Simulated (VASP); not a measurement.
# PbSe (P6_3/mmc) in VASP: further runs

Runs on PbSe. Level: PBE. Tasks: relaxation of shape and atoms at fixed volume, relaxation of cell and atoms.

Everything below comes from runs of VASP 6.6.1. Logs are shortened: lines on timing, memory, paths and dates and some standing lists are left out, and cuts for length are marked.

**1. The cell of the first run**

Symmetry: P6_3/mmc, No. 194, hexagonal system. The conventional cell has a = 4.374 Å, b = 4.374 Å, c = 7.798 Å, α = 90.00°, β = 90.00°, γ = 120.00°. Pb (site symmetry -6m2) has 6 Se at 3.19 Å within 4.2 Å. Within 4.2 Å of Se (site symmetry -3m) lie 6 Pb at 3.19 Å and 2 Se at 3.90 Å.

**2. Relaxation of shape and atoms at fixed volume, PBE (volume scaled by 1.070)**

INCAR reads:

```
PREC = Accurate
ENCUT = 600
EDIFF = 1E-7
ISMEAR = 0
SIGMA = 0.05
LREAL = F
LASPH = T
NELM = 60
ALGO = Normal
ISIF = 4
LWAVE = F
LCHARG = F
GGA = PE
IBRION = 2
NSW = 60
EDIFFG = -0.01
```

KPOINTS reads:

```
regular mesh
0
Gamma
  8 8 6
```

POSCAR reads:

```
PbSe
1.0
    4.3742151319      0.0000000000      0.0000000000
   -2.1871075659      3.7881814259      0.0000000000
    0.0000000000      0.0000000000      7.7976276120
Pb Se
2 2
Direct
    0.3333333333      0.6666666667      0.2500000000
    0.6666666667      0.3333333333      0.7500000000
    0.0000000000      0.0000000000      0.0000000000
    0.0000000000      0.0000000000      0.5000000000
```

Potentials or basis: VASP PAW PBE potentials, release 64 (Pb_d, Se).

Started as:

```console
cat potpaw_PBE.64/Pb_d/POTCAR potpaw_PBE.64/Se/POTCAR > POTCAR
mpirun -np 1 vasp_std > vasp.out
```

OUTCAR:

```text
PREC = Accurate
   ENCUT = 600
   EDIFF = 1E-7
   ISMEAR = 0
   LREAL = F
   LASPH = T
   NELM = 60
   ISIF = 4
   GGA = PE
   IBRION = 2
   NSW = 60
   EDIFFG = -0.01

 ion  position               nearest neighbor table
   1  0.333  0.667  0.250-   3 3.19   4 3.19   3 3.19   4 3.19   3 3.19   4 3.19
   2  0.667  0.333  0.750-   3 3.19   4 3.19   3 3.19   4 3.19   3 3.19   4 3.19
   3  0.000  0.000  0.000-   1 3.19   2 3.19   2 3.19   1 3.19   2 3.19   1 3.19
   4  0.000  0.000  0.500-   1 3.19   2 3.19   2 3.19   1 3.19   2 3.19   1 3.19

  LATTYP: Found a hexagonal cell.
 ALAT       =     4.3742151319
 C/A-ratio  =     1.7826346846

  Lattice vectors:

 A1 = (   4.3742151319,   0.0000000000,   0.0000000000)
 A2 = (  -2.1871075659,   3.7881814259,   0.0000000000)
 A3 = (   0.0000000000,   0.0000000000,   7.7976276120)

Analysis of symmetry for initial positions (statically):
=====================================================================
 Subroutine PRICEL returns:
 Original cell was already a primitive cell.

 Routine SETGRP: Setting up the symmetry group for a
 hexagonal supercell.

 Subroutine GETGRP returns: Found 24 space group operations
 (whereof 12 operations were pure point group operations)
 out of a pool of 24 trial point group operations.

The static configuration has the point symmetry D_3d.
 The point group associated with its full space group is D_6h.

Analysis of symmetry for dynamics (positions and initial velocities):
=====================================================================
 Subroutine PRICEL returns:
 Original cell was already a primitive cell.

 Routine SETGRP: Setting up the symmetry group for a
 hexagonal supercell.

 Subroutine GETGRP returns: Found 24 space group operations
 (whereof 12 operations were pure point group operations)
 out of a pool of 24 trial point group operations.

The dynamic configuration has the point symmetry D_3d.
 The point group associated with its full space group is D_6h.

 Subroutine INISYM returns: Found 24 space group operations
 (whereof 12 operations are pure point group operations),
 and found     1 'primitive' translations

----------------------------------------------------------------------------------------

                                     Primitive cell

  volume of cell :     129.2092

  direct lattice vectors                    reciprocal lattice vectors
     4.374215132  0.000000000  0.000000000     0.228612441  0.131989455  0.000000000
    -2.187107566  3.788181426  0.000000000     0.000000000  0.263978909  0.000000000
[... 96 lines left out ...]
   ISYM   =      2    0-nonsym 1-usesym 2-fastsym
   POTIM  = 0.5000    time-step for ionic-motion
   TEBEG  =    0.0;   TEEND  =   0.0 temperature during run
   PSTRESS=    0.0 pullay stress
   NELECT =      40.0000    total number of electrons
   NUPDOWN=      -1.0000    fix difference up-down
   EMIN   =  10.00;   EMAX   =-10.00  energy-range for DOS
   EFERMI =   0.00;   METHOD = LEGACY
   ISMEAR =     0;   SIGMA  =   0.05  broadening in eV -4-tet -1-fermi 0-gaus
   EFERMI_NEDOS =   21; number of points for ismear=-14 and -15
   IALGO  =     38    algorithm
   IMIX   =      4    mixing-type and parameters
     AMIX     =   0.40;   BMIX     =  1.00
     AMIX_MAG =   1.60;   BMIX_MAG =  1.00
  volume/ion in A,a.u.               =      32.30       217.99
  Fermi-wavevector in a.u.,A,eV,Ry     =   1.107466  2.092807 16.687283  1.226481
  Thomas-Fermi vector in A             =   2.243980
   LORBIT       =      0    0 simple, 1 ext, 2 COOP (PROOUT), +10 PAW based schemes
   GGA     = PE    functional components
   LHFCALC =     F    Hartree Fock is set to
   AEXX    =    0.0000 exact exchange contribution
   IVDW    =     0    specifies the selected vdW correction
   LEPSILON=     F    determine dielectric tensor
   LRPA    =     F    only Hartree local field effects (RPA)
 conjugate gradient relaxation of ions
 non-spin polarized calculation
 Gauss-broadening in eV      SIGMA  =   0.05
  energy-cutoff  :      600.00
  volume of cell :      129.21
 maximum number of plane-waves:      4336
 NGX is ok and might be reduce to    36
   NGX = 17   NGY = 17   NGZ = 31

--------------------------------------- Ionic step        1  -------------------------------------------

 number of electron      39.9999997 magnetization

 Free energy of the ion-electron system (eV)
  ---------------------------------------------------
  ext. energy  EPLUGINS =         0.00000000
  ---------------------------------------------------
  free energy    TOTEN  =       -15.98662437 eV

  energy without entropy =      -15.98662437  energy(sigma->0) =      -15.98662437

------------------------ aborting loop because EDIFF is reached ----------------------------------------

  FORCE on cell =-STRESS in cart. coord.  units (eV):
  Direction    XX          YY          ZZ          XY          YZ          ZX
  --------------------------------------------------------------------------------------
  -------------------------------------------------------------------------------------
  Total       -1.9990092     -1.9990092     -2.3013632     -0.0000000     -0.0000000     -0.0000000
  in kB      -24.7874569    -24.7874569    -28.5366073     -0.0000000     -0.0000000     -0.0000000
  external PRESSURE =     -26.0371737 kB  Pullay stress =       0.0000000 kB
[... 63 lines left out ...]
--------------------------------------- Ionic step        3  -------------------------------------------

 number of electron      39.9999997 magnetization

 Free energy of the ion-electron system (eV)
  ---------------------------------------------------
  ext. energy  EPLUGINS =         0.00000000
  ---------------------------------------------------
  free energy    TOTEN  =       -15.98730112 eV

  energy without entropy =      -15.98730112  energy(sigma->0) =      -15.98730112

 E-fermi :   3.7010     XC(G=0):  -8.9793

 val. band max:        3.4851581431   @ k =   0.5000  -0.0000   0.0000
 cond. band min:       3.9598476793   @ k =   0.5000  -0.0000   0.0000
 fundamental gap:      0.4746895362
 Fermi energy:         3.7010127908

 k-point     1 :       0.0000    0.0000    0.0000
  band No.  band energies     occupation
      1     -13.0378      2.00000
      2     -13.0378      2.00000
      3     -13.0338      2.00000
      4     -13.0338      2.00000
      5     -13.0031      2.00000
      6     -12.9974      2.00000
[... 637 lines left out ...]
     23       6.5618      0.00000
     24       6.9604      0.00000

 [... further k-points ...]
[... 5 lines left out ...]
  --------------------------------------------------------------------------------------
  -------------------------------------------------------------------------------------
  Total       -2.0633181     -2.0633181     -2.0820024     -0.0000000     -0.0000000      0.0000000
  in kB      -25.5848796    -25.5848796    -25.8165625     -0.0000000     -0.0000000      0.0000000
  external PRESSURE =     -25.6621073 kB  Pullay stress =       0.0000000 kB
[... 19 lines left out ...]
  FREE ENERGIE OF THE ION-ELECTRON SYSTEM (eV)
  ---------------------------------------------------
  free  energy   TOTEN  =       -15.9873011216 eV

  energy  without entropy=      -15.9873011216  energy(sigma->0) =      -15.98730112

 reached required accuracy - stopping structural energy minimisation
```

CONTCAR:

```text
PbSe
   1.00000000000000
     4.3833694999839556   -0.0000000000023916   -0.0000000000000000
    -2.1916847499439442    3.7961093412129490    0.0000000000000000
     0.0000000000000000   -0.0000000000000000    7.7650919953999065
  Pb              Se
     2     2
Direct
     0.3333333332999970    0.6666666667000030    0.2500000000000000
     0.6666666667000030    0.3333333332999970    0.7500000000000000
     0.0000000000000000    0.0000000000000000    1.0000000000000000
     0.0000000000000000    0.0000000000000000    0.5000000000000000

  0.00000000E+00  0.00000000E+00  0.00000000E+00
  0.00000000E+00  0.00000000E+00  0.00000000E+00
  0.00000000E+00  0.00000000E+00  0.00000000E+00
  0.00000000E+00  0.00000000E+00  0.00000000E+00
```

Run time: 2.4 min. Hardware: 1 thread of Intel Xeon 6975P-C (Granite Rapids), shared host; peak memory 0.37 GiB.

What came out:

```yaml
Free_energy: -15.9873 eV
Energy_gained_by_relaxing: 0.2 meV/atom
Ionic_steps: 3
Pressure_after_relaxing: -2.6 GPa
Band_gap_on_the_k_mesh: 0.47 eV, direct
```

The path:
```csv
step,energy change (eV),largest force (eV/Å),pressure (GPa),volume (Å³)
1,0.0000,0.0000,-2.60,129.21
2,-0.0005,0.0000,-2.58,129.21
3,-0.0007,0.0000,-2.57,129.21
```

Final structure:
```yaml
crystal:
  lattice:
    - [4.38337, 0.00000, 0.00000]
    - [-2.19168, 3.79611, 0.00000]
    - [0.00000, 0.00000, 7.76509]
  atoms:
    - { symbol: Pb, position: [0.33333, 0.66667, 0.25000] }
    - { symbol: Pb, position: [0.66667, 0.33333, 0.75000] }
    - { symbol: Se, position: [0.00000, 0.00000, 0.00000] }
    - { symbol: Se, position: [0.00000, 0.00000, 0.50000] }
```

Caveat: the cell differs from its parent crystal (volume scaled by 1.070); spin-orbit coupling is left out, which moves the levels of the heavy elements.

**3. Relaxation of shape and atoms at fixed volume, PBE (volume scaled by 1.100)**

INCAR reads:

```
SYSTEM = PbSe
PREC = Accurate ; ENCUT = 600
EDIFF = 1E-6 ; ISMEAR = 0
SIGMA = 0.05 ; LREAL = .FALSE.
LASPH = .TRUE. ; NELM = 60
ALGO = Normal ; ISIF = 4
LWAVE = .FALSE. ; LCHARG = .FALSE.
GGA = PE ; IBRION = 2
NSW = 60 ; EDIFFG = -0.01
```

KPOINTS reads:

```
regular mesh
0
G
  8 8 6
  0 0 0
```

POSCAR reads:

```
PbSe
1.0
    4.4268920671      0.0000000000      0.0000000000
   -2.2134460335      3.8338009900      0.0000000000
    0.0000000000      0.0000000000      7.8266120760
Pb Se
2 2
Direct
    0.3333333333      0.6666666667      0.2500000000
    0.6666666667      0.3333333333      0.7500000000
    0.0000000000      0.0000000000      0.0000000000
    0.0000000000      0.0000000000      0.5000000000
```

Potentials or basis: VASP PAW PBE potentials, release 64 (Pb_d, Se).

Started as:

```console
cat potpaw_PBE.64/Pb_d/POTCAR potpaw_PBE.64/Se/POTCAR > POTCAR
mpirun -np 1 vasp_std > vasp.out
```

Wall time 1.7 min (1 thread of Intel Xeon 6975P-C (Granite Rapids), shared host); peak memory 0.36 GiB.

It converged, with:

- Free energy: -15.9198 eV
- Energy gained by relaxing: 0.0 meV/atom
- Ionic steps: 2
- Pressure after relaxing: -3.4 GPa
- Band gap on the k mesh: 0.53 eV, indirect (least direct gap 0.55 eV)

Final structure:
```
Pb Se
1.0
     4.42889    0.00000    0.00000
    -2.21445    3.83553    0.00000
     0.00000    0.00000    7.81955
Pb Se
2 2
Direct
  0.33333 0.66667 0.25000
  0.66667 0.33333 0.75000
  0.00000 0.00000 0.00000
  0.00000 0.00000 0.50000
```

Levels at points of the mesh, in eV from the valence-band top:
| k point | band 18 | band 19 | band 20 | band 21 | band 22 | band 23 |
| --- | --- | --- | --- | --- | --- | --- |
| (0.00, 0.00, 0.00) | -0.33 | -0.33 | -0.04 | 1.28 | 2.47 | 2.47 |
| (0.50, 0.00, 0.00) | -0.65 | -0.06 | -0.02 | 0.53 | 1.92 | 2.15 |
| (0.00, 0.00, 0.50) | -0.72 | -0.72 | -0.72 | 2.98 | 2.98 | 3.34 |
| (0.50, 0.00, 0.50) | -1.48 | -1.45 | -1.45 | 2.50 | 2.50 | 3.66 |

Caveat: the cell differs from its parent crystal (volume scaled by 1.100); spin-orbit coupling is left out, which moves the levels of the heavy elements.

**4. Relaxation of cell and atoms, PBE**

This run uses another cell than the first one, of 31.35 Å³/atom, 0.970 times its volume.

INCAR reads:

```
SYSTEM = PbSe
PREC = Accurate
ENCUT = 600
EDIFF = 1E-7
ISMEAR = 0
SIGMA = 0.05
LREAL = .False.
LASPH = .True.
NELM = 60
ALGO = Normal
ISIF = 3
LWAVE = .False.
LCHARG = .False.
GGA = PE
IBRION = 2
NSW = 80
EDIFFG = -0.01
```

KPOINTS reads:

```
regular mesh
0
Gamma
  8 8 6
  0 0 0
```

POSCAR reads:

```
PbSe
1.0
    4.7008488328      0.0000000000      0.0000000000
   -2.3504244164      4.0710545086      0.0000000000
    0.0000000000      0.0000000000      6.5518324158
Pb Se
2 2
Direct
    0.3333333333      0.6666666667      0.2500000000
    0.6666666667      0.3333333333      0.7500000000
    0.0000000000      0.0000000000      0.0000000000
    0.0000000000      0.0000000000      0.5000000000
```

Started as:

```console
cat potpaw_PBE.64/Pb_d/POTCAR potpaw_PBE.64/Se/POTCAR > POTCAR
mpirun -np 1 vasp_std > vasp.out
```

It took 8.2 min on 1 thread of Intel Xeon 6975P-C (Granite Rapids), shared host; peak memory 0.39 GiB.

Results (log left out):

```yaml
Free_energy: -16.0564 eV
Relaxed_volume: 30.20 Å³/atom
Relaxed_cell: a = 4.272 Å, b = 4.272 Å, c = 7.642 Å, α = 90.00°, β = 90.00°, γ = 120.00°
Space_group_after_relaxing_to_0.05_Å: P6_3/mmc (No. 194)
Energy_gained_by_relaxing: 213.1 meV/atom
Ionic_steps: 7
Pressure_after_relaxing: 0.0 GPa
Band_gap_on_the_k_mesh: 0.22 eV, indirect (least direct gap 0.27 eV)
```

The path:
| step | energy change (eV) | largest force (eV/Å) | pressure (GPa) | volume (Å³) |
| --- | --- | --- | --- | --- |
| 1 | 0.0000 | 0.0000 | -0.17 | 125.39 |
| 2 | -0.4811 | 0.0000 | -0.27 | 124.43 |
| 3 | -0.7071 | 0.0000 | 0.28 | 117.78 |
| 4 | -0.8516 | 0.0000 | -0.08 | 120.89 |
| 5 | -0.8522 | 0.0000 | -0.10 | 121.09 |
| 6 | -0.8523 | 0.0000 | 0.06 | 120.64 |
| 7 | -0.8523 | 0.0000 | 0.00 | 120.81 |

Final structure:
```xyz
4
Lattice="4.2725 0.0000 0.0000 -2.1362 3.7001 0.0000 0.0000 0.0000 7.6420" Properties=species:S:1:pos:R:3 pbc="T T T"
Pb    0.0000    2.4667    1.9105
Pb    2.1362    1.2334    5.7315
Se    0.0000    0.0000    0.0000
Se    0.0000    0.0000    3.8210
```

Levels at points of the mesh, in eV from the valence-band top:
```tsv
k point	band 18	band 19	band 20	band 21	band 22	band 23
(0.00, 0.00, 0.00)	-0.63	-0.63	0.00	1.25	2.42	2.42
(0.50, 0.00, 0.00)	-0.99	-0.40	-0.05	0.22	1.74	2.00
(0.00, 0.00, 0.50)	-1.04	-1.04	-1.04	3.15	3.15	3.37
(0.50, 0.00, 0.50)	-1.89	-1.87	-1.87	2.32	2.32	3.70
```

Caveat: spin-orbit coupling is left out, which moves the levels of the heavy elements. A k mesh can miss the band edges.

**5. The runs side by side**

```tsv
task	cell	gap on the mesh (eV)	pressure (GPa)
relaxation of shape and atoms at fixed volume	relaxed from a = 4.374, b = 4.374, c = 7.798 Å, angles 90.0, 90.0, 120.0°, 4 atoms	0.47	-2.6
relaxation of shape and atoms at fixed volume	relaxed from a = 4.427, b = 4.427, c = 7.827 Å, angles 90.0, 90.0, 120.0°, 4 atoms	0.53	-3.4
relaxation of cell and atoms	relaxed from a = 4.701, b = 4.701, c = 6.552 Å, angles 90.0, 90.0, 120.0°, 4 atoms	0.22	0.0
```

Alike in all rows: level PBE; potentials or basis VASP PAW PBE potentials, release 64 (Pb_d, Se); no spin polarisation; k mesh 8 × 8 × 6; cutoff (eV) 600; smearing gaussian 0.05 eV.

Caveats: spin-orbit coupling is left out, which moves the levels of the heavy elements.

Absolute energies hang on the potentials; compare differences alone.
